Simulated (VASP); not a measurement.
# In4As4H16 in VASP: single point with PBEsol

Aim: the single point of In4As4H16 with PBEsol.

Program: VASP 6.6.1. These are calculated values, not measurements. Logs are shortened: lines on timing, memory, paths and dates and some standing lists are left out, and cuts for length are marked.

### 1 The cell of the first run

The cell holds a cluster in a box, 24 atoms: a = 15.800 Å, b = 14.700 Å, c = 15.000 Å, α = 90.00°, β = 90.00°, γ = 90.00°.

### 2 Single point, PBEsol

Input file INCAR:

```
PREC = Accurate ; ENCUT = 520
EDIFF = 1E-7 ; ISMEAR = 0
SIGMA = 0.05 ; LREAL = Auto
LASPH = T ; NELM = 60
ALGO = Normal ; ISIF = 2
LWAVE = F ; LCHARG = F
GGA = PS ; NBANDS = 62
```

Input file KPOINTS:

```
regular mesh
0
Gamma
  1 1 1
```

Input file POSCAR:

```
InAsH4
1.0
   15.8000000000      0.0000000000      0.0000000000
    0.0000000000     14.7000000000      0.0000000000
    0.0000000000      0.0000000000     15.0000000000
In As H
4 4 16
Direct
    0.3734422728      0.3344886020      0.4247517052
    0.3734617439      0.5768443578      0.6622199195
    0.6331531671      0.3204412459      0.6758789556
    0.6082055406      0.5553610646      0.4457798582
    0.4974041304      0.4463134348      0.3646954394
    0.4973985889      0.6381319090      0.5525984451
    0.3130340241      0.4561730189      0.5429838443
    0.6922605189      0.4470422173      0.5519130524
    0.4249328962      0.2519102508      0.4839115335
    0.3009573955      0.3307030037      0.3393874116
    0.4574283887      0.5081960746      0.2954199469
    0.5501288313      0.3932519590      0.2979315352
    0.4249822264      0.5164560029      0.7431059318
    0.3009547735      0.6639255139      0.6659094884
    0.4574226169      0.7087874719      0.4919169401
    0.5501206398      0.7062818127      0.6045686682
    0.5765304582      0.3982498525      0.7395577632
    0.5767415824      0.2553521663      0.5995380389
    0.7301497501      0.2815419302      0.7141426499
    0.2473888594      0.4028509598      0.5952440766
    0.2483290561      0.5100961633      0.4901182503
    0.7544065224      0.4095312818      0.4837150012
    0.7543604060      0.5166371028      0.5887489467
    0.6568056103      0.6295694315      0.3729885063
```

Potentials or basis: VASP PAW PBE potentials, release 64 (In_d, As, H).

Started as:

```sh
$ cat potpaw_PBE.64/In_d/POTCAR potpaw_PBE.64/As/POTCAR potpaw_PBE.64/H/POTCAR > POTCAR
$ mpirun -np 1 vasp_gam > vasp.out
```

OUTCAR:

```text
PREC = Accurate
   ENCUT = 520
   EDIFF = 1E-7
   ISMEAR = 0
   LREAL = Auto
   LASPH = T
   NELM = 60
   ISIF = 2
   GGA = PS

 ion  position               nearest neighbor table
   1  0.373  0.334  0.425-   9 1.71  10 1.72   7 2.69   5 2.71
   2  0.373  0.577  0.662-  13 1.71  14 1.72   7 2.69   6 2.71
   3  0.633  0.320  0.676-  19 1.73  17 1.74  18 1.74   8 2.79
   4  0.608  0.555  0.446-  24 1.72   8 2.61   6 2.67   5 2.67
   5  0.497  0.446  0.365-  12 1.52  11 1.52   4 2.67   1 2.71
   6  0.497  0.638  0.553-  16 1.52  15 1.52   4 2.67   2 2.71
   7  0.313  0.456  0.543-  21 1.52  20 1.52   1 2.69   2 2.69
   8  0.692  0.447  0.552-  23 1.52  22 1.52   4 2.61   3 2.79
   9  0.425  0.252  0.484-   1 1.71
  10  0.301  0.331  0.339-   1 1.72
  11  0.457  0.508  0.295-   5 1.52
  12  0.550  0.393  0.298-   5 1.52
  13  0.425  0.516  0.743-   2 1.71
  14  0.301  0.664  0.666-   2 1.72
[... 8 lines left out ...]
  23  0.754  0.517  0.589-   8 1.52
  24  0.657  0.630  0.373-   4 1.72

  LATTYP: Found a simple orthorhombic cell.
 ALAT       =    14.7000000000
 B/A-ratio  =     1.0204081633
 C/A-ratio  =     1.0748299320

  Lattice vectors:

 A1 = (   0.0000000000,  14.7000000000,   0.0000000000)
 A2 = (   0.0000000000,   0.0000000000,  15.0000000000)
 A3 = (  15.8000000000,   0.0000000000,   0.0000000000)

Analysis of symmetry for initial positions (statically):
=====================================================================
 Subroutine PRICEL returns:
 Original cell was already a primitive cell.

 Routine SETGRP: Setting up the symmetry group for a
 simple orthorhombic supercell.

 Subroutine GETGRP returns: Found  1 space group operations
 (whereof  1 operations were pure point group operations)
 out of a pool of  8 trial point group operations.

The static configuration has the point symmetry C_1 .

Analysis of symmetry for dynamics (positions and initial velocities):
=====================================================================
 Subroutine PRICEL returns:
 Original cell was already a primitive cell.

 Routine SETGRP: Setting up the symmetry group for a
 simple orthorhombic supercell.

 Subroutine GETGRP returns: Found  1 space group operations
 (whereof  1 operations were pure point group operations)
 out of a pool of  8 trial point group operations.

The dynamic configuration has the point symmetry C_1 .

 Subroutine INISYM returns: Found  1 space group operations
 (whereof  1 operations are pure point group operations),
 and found     1 'primitive' translations

----------------------------------------------------------------------------------------

                                     Primitive cell

  volume of cell :    3483.9000

  direct lattice vectors                    reciprocal lattice vectors
    15.800000000  0.000000000  0.000000000     0.063291139  0.000000000  0.000000000
     0.000000000 14.700000000  0.000000000     0.000000000  0.068027211  0.000000000
     0.000000000  0.000000000 15.000000000     0.000000000  0.000000000  0.066666667

  length of vectors
    15.800000000 14.700000000 15.000000000     0.063291139  0.068027211  0.066666667

  position of ions in fractional coordinates (direct lattice)
     0.373442273  0.334488602  0.424751705
     0.373461744  0.576844358  0.662219920
     0.633153167  0.320441246  0.675878956
     0.608205541  0.555361065  0.445779858
     0.497404130  0.446313435  0.364695439
     0.497398589  0.638131909  0.552598445
[... 16 lines left out ...]
     0.754360406  0.516637103  0.588748947
     0.656805610  0.629569432  0.372988506

  ion indices of the primitive-cell ions
   primitive index   ion index
                 1           1
                 2           2
                 3           3
                 4           4
                 5           5
                 6           6
[... 16 lines left out ...]
                23          23
                24          24

----------------------------------------------------------------------------------------

 KPOINTS: regular mesh

Automatic generation of k-mesh.
 Grid dimensions read from file:
 generate k-points for:    1    1    1

 Generating k-lattice:

  Cartesian coordinates                     Fractional coordinates (reciprocal lattice)
     0.063291139  0.000000000  0.000000000     1.000000000  0.000000000  0.000000000
     0.000000000  0.068027211  0.000000000     0.000000000  1.000000000  0.000000000
     0.000000000  0.000000000  0.066666667     0.000000000  0.000000000  1.000000000

  Length of vectors
     0.063291139  0.068027211  0.066666667

  Shift w.r.t. Gamma in fractional coordinates (k-lattice)
     0.000000000  0.000000000  0.000000000

 Subroutine IBZKPT returns following result:
 ===========================================

 Found      1 irreducible k-points:

 Following reciprocal coordinates:
            Coordinates               Weight
  0.000000  0.000000  0.000000      1.000000
   k-points           NKPTS =      1   k-points in BZ     NKDIM =      1   number of bands    NBANDS=     62
   number of dos      NEDOS =    301   number of ions     NIONS =     24
   total plane-waves  NPLWV = ******
   dimension x,y,z NGX =   120 NGY =  112 NGZ =  112
   dimension x,y,z NGXF=   240 NGYF=  224 NGZF=  224
   ions per type =               4   4  16
   NGX,Y,Z   is equivalent  to a cutoff of  12.63, 12.67, 12.41 a.u.
   NGXF,Y,Z  is equivalent  to a cutoff of  25.25, 25.33, 24.83 a.u.
 SYSTEM =  unknown system
   PREC   = accura    normal or accurate (medium, high low for compatibility)
   ISTART =      0    job   : 0-new  1-cont  2-samecut
   ICHARG =      2    charge: 1-file 2-atom 10-const
   ISPIN  =      1    spin polarized calculation?
   LNONCOLLINEAR =      F non collinear calculations
   LSORBIT =      F    spin-orbit coupling
   LASPH  =      T    aspherical Exc in radial PAW
   ENCUT  =  520.0 eV  38.22 Ry    6.18 a.u.  29.38 27.33 27.89*2*pi/ulx,y,z
   NELM   =     60;   NELMIN=  2; NELMDL= -5     # of ELM steps
   EDIFF  = 0.1E-06   stopping-criterion for ELM
   LREAL  =      T    real-space projection
   EDIFFG = 0.1E-05   stopping-criterion for IOM
   NSW    =      0    number of steps for IOM
   IBRION =     -1    ionic relax: 0-MD 1-quasi-New 2-CG
   NFREE  =      0    steps in history (QN), initial steepest desc. (CG)
   ISIF   =      2    stress and relaxation
   ISYM   =      2    0-nonsym 1-usesym 2-fastsym
   POTIM  = 0.5000    time-step for ionic-motion
   TEBEG  =    0.0;   TEEND  =   0.0 temperature during run
   PSTRESS=    0.0 pullay stress
   NELECT =      88.0000    total number of electrons
   NUPDOWN=      -1.0000    fix difference up-down
   EMIN   =  10.00;   EMAX   =-10.00  energy-range for DOS
   EFERMI =   0.00;   METHOD = LEGACY
   ISMEAR =     0;   SIGMA  =   0.05  broadening in eV -4-tet -1-fermi 0-gaus
   EFERMI_NEDOS =   21; number of points for ismear=-14 and -15
   IALGO  =     38    algorithm
   IMIX   =      4    mixing-type and parameters
     AMIX     =   0.40;   BMIX     =  1.00
     AMIX_MAG =   1.60;   BMIX_MAG =  1.00
  volume/ion in A,a.u.               =     145.16       979.60
  Fermi-wavevector in a.u.,A,eV,Ry     =   0.480338  0.907708  3.139202  0.230725
  Thomas-Fermi vector in A             =   1.477840
   LORBIT       =      0    0 simple, 1 ext, 2 COOP (PROOUT), +10 PAW based schemes
   GGA     = PS    functional components
   LHFCALC =     F    Hartree Fock is set to
   AEXX    =    0.0000 exact exchange contribution
   IVDW    =     0    specifies the selected vdW correction
   LEPSILON=     F    determine dielectric tensor
   LRPA    =     F    only Hartree local field effects (RPA)
 non-spin polarized calculation
 Gauss-broadening in eV      SIGMA  =   0.05
  energy-cutoff  :      520.00
  volume of cell :     3483.90
 maximum number of plane-waves:     46910
 NGX is ok and might be reduce to   120
   NGX = 59   NGY = 55   NGZ = 55

 number of electron      87.9999997 magnetization

 Free energy of the ion-electron system (eV)
  ---------------------------------------------------
  ext. energy  EPLUGINS =         0.00000000
  ---------------------------------------------------
  free energy    TOTEN  =       -79.57723145 eV

  energy without entropy =      -79.57723145  energy(sigma->0) =      -79.57723145

 E-fermi :  -5.1846     XC(G=0):  -1.3716

 val. band max:       -5.4317238205   @ k =   0.0000   0.0000   0.0000
 cond. band min:      -1.5435963907   @ k =   0.0000   0.0000   0.0000
 fundamental gap:      3.8881274298
 Fermi energy:        -5.1846370535

 k-point     1 :       0.0000    0.0000    0.0000
  band No.  band energies     occupation
      1     -18.5321      2.00000
      2     -18.5090      2.00000
      3     -18.4635      2.00000
      4     -18.3603      2.00000
      5     -18.3389      2.00000
      6     -18.2803      2.00000
[... 48 lines left out ...]
     55       0.2256      0.00000
     56       0.2693      0.00000
 [bands above 56 left out]

------------------------ aborting loop because EDIFF is reached ----------------------------------------

  FORCE on cell =-STRESS in cart. coord.  units (eV):
  Direction    XX          YY          ZZ          XY          YZ          ZX
  --------------------------------------------------------------------------------------
  -------------------------------------------------------------------------------------
  Total        0.1656488      0.1631379      0.1749206     -0.0196379     -0.0600015      0.0056649
  in kB        0.0761786      0.0750239      0.0804426     -0.0090311     -0.0275935      0.0026052
  external PRESSURE =       0.0772150 kB  Pullay stress =       0.0000000 kB

 VOLUME and BASIS-vectors are now :
 -----------------------------------------------------------------------------
  energy-cutoff  :      520.00
  volume of cell :     3483.90
      direct lattice vectors                 reciprocal lattice vectors
    15.800000000  0.000000000  0.000000000     0.063291139  0.000000000  0.000000000
     0.000000000 14.700000000  0.000000000     0.000000000  0.068027211  0.000000000
     0.000000000  0.000000000 15.000000000     0.000000000  0.000000000  0.066666667

 POSITION                                       TOTAL-FORCE (eV/Angst)
 -----------------------------------------------------------------------------------
      5.90039      4.91698      6.37128        -0.015083     -0.009057     -0.011740
      5.90070      8.47961      9.93330        -0.010730      0.009152      0.020546
     10.00382      4.71049     10.13818        -0.015480     -0.019677      0.004065
      9.60965      8.16381      6.68670         0.011921      0.012016     -0.020092
      7.85899      6.56081      5.47043        -0.034551     -0.004226      0.122656
      7.85890      9.38054      8.28898        -0.017471     -0.126938      0.008695
[... 16 lines left out ...]
     11.91889      7.59457      8.83123         0.068159      0.067801      0.035456
     10.37753      9.25467      5.59483        -0.006337     -0.008959      0.010187
 -----------------------------------------------------------------------------------
    total drift:                               -0.038385     -0.016710     -0.015636

  FREE ENERGIE OF THE ION-ELECTRON SYSTEM (eV)
  ---------------------------------------------------
  free  energy   TOTEN  =       -79.5772314458 eV

  energy  without entropy=      -79.5772314458  energy(sigma->0) =      -79.57723145
```

Wall time 14 min (1 thread of Intel Xeon Platinum 8259CL at 2.50GHz (Skylake/Cascade Lake), shared host); peak memory 2.2 GiB.

Results:

```
Free energy                     : -79.5772 eV
Largest force                   : 0.137 eV/Å
Gap between the frontier levels : 3.89 eV
```

Forces in eV/Å, atoms in the order of the input:
```
In  -0.015 -0.009 -0.012
In  -0.011  0.009  0.021
In  -0.015 -0.020  0.004
In   0.012  0.012 -0.020
As  -0.035 -0.004  0.123
As  -0.017 -0.127  0.009
As   0.137  0.002 -0.009
As  -0.116 -0.028  0.027
H    0.003 -0.001  0.010
H    0.012  0.004  0.013
H   -0.032  0.054 -0.071
H    0.054 -0.049 -0.057
H    0.003 -0.008  0.002
H    0.012 -0.012 -0.002
H   -0.032  0.072 -0.053
H    0.054  0.059  0.051
H    0.012  0.001 -0.010
H    0.012  0.012  0.000
H   -0.013  0.009 -0.007
H   -0.068 -0.058  0.059
H   -0.085  0.057 -0.056
H    0.068 -0.034 -0.066
H    0.068  0.068  0.035
H   -0.006 -0.009  0.010
```

Caveat: the PAW data sets were made with another functional, which shifts forces and pressure a little; spin-orbit coupling is left out, which moves the levels of the heavy elements.
